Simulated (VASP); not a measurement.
# Cu: single point with PBE

Crystal: Cu.

```xyz
1
Lattice="2.2787 0.0000 0.0000 0.0000 2.2787 0.0000 0.0000 0.0000 2.2787" Properties=species:S:1:pos:R:3 pbc="T T T"
Cu    0.0000    0.0000    0.0000
```

This cell differs from its parent crystal: volume scaled by 0.85.

| Quantity | Value |
| --- | --- |
| Program | VASP 6.6.1 |
| Task | single point |
| Functional | PBE |
| Potentials or basis | VASP PAW PBE potentials, release 64 (Cu) |
| Cutoff | 520 eV |
| k mesh | 16 × 16 × 16 |
| Occupations | fermi-dirac, width 0.05 eV |
| Spin | no spin polarisation |

```yaml
Pressure: 25.6 GPa
```

Levels at points of the mesh, in eV from the Fermi level:
```
           k point  band 2  band 3  band 4  band 5  band 6  band 7  band 8  band 9
(0.00, 0.00, 0.00)   -4.44   -4.44   -1.29   -1.29   -1.29   19.45   19.45   19.45
(0.50, 0.00, 0.00)   -4.03   -2.27   -2.27   -1.78   -1.20    2.70   24.95   26.94
(0.50, 0.50, 0.00)   -3.70   -2.08   -2.08   -0.61    4.65    4.65   10.57   10.83
(0.50, 0.50, 0.50)   -4.08   -4.08   -0.55   -0.55   11.37   11.37   11.37   13.90
```

Wall time 18 s on 1 thread of Intel Xeon 6975P-C, on a shared host, peak memory 0.13 GiB.
